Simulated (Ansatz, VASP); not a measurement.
## BN in VASP and in Ansatz

```xyz
4
Lattice="2.4477 0.0000 0.0000 -1.2239 2.1704 0.0000 0.0000 0.0000 6.5924" Properties=species:S:1:pos:R:3 pbc="T T T"
B     0.0000    0.0000    3.2962
B     0.0000    1.4469    0.0000
N     0.0000    0.0000    0.0000
N     1.2239    0.7235    3.2962
```

Change from the starting cell: mode 4 frozen in at +0.000 Å, normal strain along x -0.0233.

Alike in both runs: task single point; functional PBE; dispersion D3(BJ); k mesh 12 × 12 × 4; occupations methfessel-paxton of order 1, width 0.05 eV; no spin polarisation.

|  | VASP | Ansatz |
| --- | --- | --- |
| version | VASP 6.6.1 | Ansatz 0.2.0 |
| potentials or method | VASP PAW PBE potentials, release 64 (B, N), cutoff 520 eV | scalar-relativistic, plane waves, PAW |
| valence electrons in the cell | 16 | 16 |

```tsv
	VASP	Ansatz	Ansatz less VASP
gap on the k mesh at the Fermi level (eV)	4.36	4.37	+0.007
least direct gap on the mesh (eV)	4.56	4.57	+0.003
pressure (GPa)	9.1	9.1	-0.04
traceless stress, the component that is largest in VASP (GPa)	14.13	14.00	-0.131
rms of the force components (eV/Å)	0.197	0.197	-0.0002
```

Atom by atom the forces differ by 0.000 eV/Å (rms over components).
